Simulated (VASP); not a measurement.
The system is Mg3MoBr2.

```
CELL_PARAMETERS angstrom
4.23845 0.00000 0.00000
0.00000 4.23845 0.00000
0.00000 0.00000 7.61370
ATOMIC_POSITIONS crystal
Mg 0.50000 0.50000 0.75141
Mg 0.50000 0.50000 0.24859
Mg 0.00000 0.00000 0.00000
Mo 0.50000 0.50000 0.50000
Br 0.00000 0.00000 0.50000
Br 0.50000 0.50000 0.00000
```

The cell was generated, and may not be a known phase.

| Quantity | Value |
| --- | --- |
| Program | VASP 6.6.1 |
| Task | relaxation of cell and atoms |
| Functional | PBE |
| Potentials or basis | VASP PAW PBE potentials, release 64 (Mg, Mo_sv, Br) |
| Cutoff | 600 eV |
| k mesh | 4 × 4 × 2 |
| Occupations | gaussian, width 0.1 eV |
| Spin | collinear spin |
| Starting moments | [0.0, 0.0, 0.0, 1.0, 0.0, 0.0] μB |

At the start: pressure 37.8 GPa; volume 22.80 Å³/atom.

Problem. Where does the relaxation end?

Solution. Over 13 steps the energy falls by 2255.3 meV/atom and the volume is 28.49 Å³/atom (+25.0 %); space group P4/mmm (No. 123, to 0.1 Å) before and after; moment 3.36 μB per cell.

The path:
| step | energy change (eV) | largest force (eV/Å) | pressure (GPa) | volume (Å³) |
| --- | --- | --- | --- | --- |
| 1 | 0.0000 | 0.3155 | 37.81 | 136.78 |
| 2 | -12.5306 | 0.3098 | -3.31 | 242.42 |
| 3 | -12.8430 | 0.3936 | 0.05 | 190.96 |
| 4 | -13.0336 | 0.1650 | -2.20 | 216.00 |
| 5 | -13.0735 | 0.0612 | -1.82 | 209.86 |
| 6 | -13.0772 | 0.0074 | -1.64 | 207.23 |
| 7 | -13.2252 | 0.0264 | -1.68 | 197.68 |
| 8 | -13.5247 | 0.1060 | -0.04 | 170.31 |
| 9 | -13.5244 | 0.1147 | 0.29 | 168.28 |
| 10 | -13.5252 | 0.1099 | 0.11 | 169.38 |
| 11 | -13.5278 | 0.0966 | 0.05 | 169.92 |
| 12 | -13.5302 | 0.0682 | -0.09 | 171.29 |
| 13 | -13.5318 | 0.0128 | -0.02 | 170.96 |

Final structure:
```yaml
crystal:
  lattice:
    - [3.80469, 0.00000, 0.00000]
    - [0.00000, 3.80469, 0.00000]
    - [0.00000, 0.00000, 11.81010]
  atoms:
    - { symbol: Mg, position: [0.50000, 0.50000, 0.74580] }
    - { symbol: Mg, position: [0.50000, 0.50000, 0.25420] }
    - { symbol: Mg, position: [0.00000, 0.00000, 0.00000] }
    - { symbol: Mo, position: [0.50000, 0.50000, 0.50000] }
    - { symbol: Br, position: [0.00000, 0.00000, 0.50000] }
    - { symbol: Br, position: [0.50000, 0.50000, 0.00000] }
```

Caveat: the k points lie up to 0.41 Å⁻¹ apart in the final cell; the volume moved by over 15 % at a fixed basis, so the end points are rough.
